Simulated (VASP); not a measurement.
Write the native input for VASP 6.6.1 that does the following.

| Item | Value |
| --- | --- |
| Task | single point |
| Functional | PBEsol |
| Potentials or basis | VASP PAW PBE potentials, release 64 (Cd) |
| Cutoff | 520 eV |
| k mesh | 10 × 10 × 10 |
| Occupations | fermi-dirac, width 0.1 eV |
| Spin | no spin polarisation |
| Dipole correction | no |
| Further INCAR settings | ALGO = Normal; EDIFF = 1e-07; NBANDS = 19 |

The structure of Cd lies in POSCAR:

```
Cd
1.0
    0.0000000000      3.3448465247      3.3448465247
    3.3448465247      0.0000000000      3.3448465247
    3.3448465247      3.3448465247      0.0000000000
Cd
2
Direct
    0.1250000000      0.1250000000      0.1250000000
    0.8750000000      0.8750000000      0.8750000000
```

This isn't the form of Cd at room conditions, which is hcp.

These files were run (other wordings do the same):

INCAR

```
SYSTEM = Cd
PREC = Accurate
ENCUT = 520
EDIFF = 1E-7
ISMEAR = -1
SIGMA = 0.1
LREAL = .False.
LASPH = .True.
NELM = 60
ALGO = Normal
ISIF = 2
LWAVE = .False.
LCHARG = .False.
GGA = PS
NBANDS = 19
```

KPOINTS

```
Automatic mesh
0
Gamma
  10 10 10
  0 0 0
```

Potentials or basis: VASP PAW PBE potentials, release 64 (Cd).

Run with:

```sh
$ cat potpaw_PBE.64/Cd/POTCAR > POTCAR
$ mpirun -np 1 vasp_std > vasp.out
```

It gave:

```
Pressure               : -1.6 GPa
Band gap on the k mesh : zero (bands 12 and 13 overlap by 4.58 eV)
```

Caveat: the PAW data sets were made with another functional, which shifts forces and pressure a little.

It took 53 s on 1 thread of Intel(R) Xeon(R) Platinum 8488C (Sapphire Rapids) (shared host), peak memory 0.22 GiB.
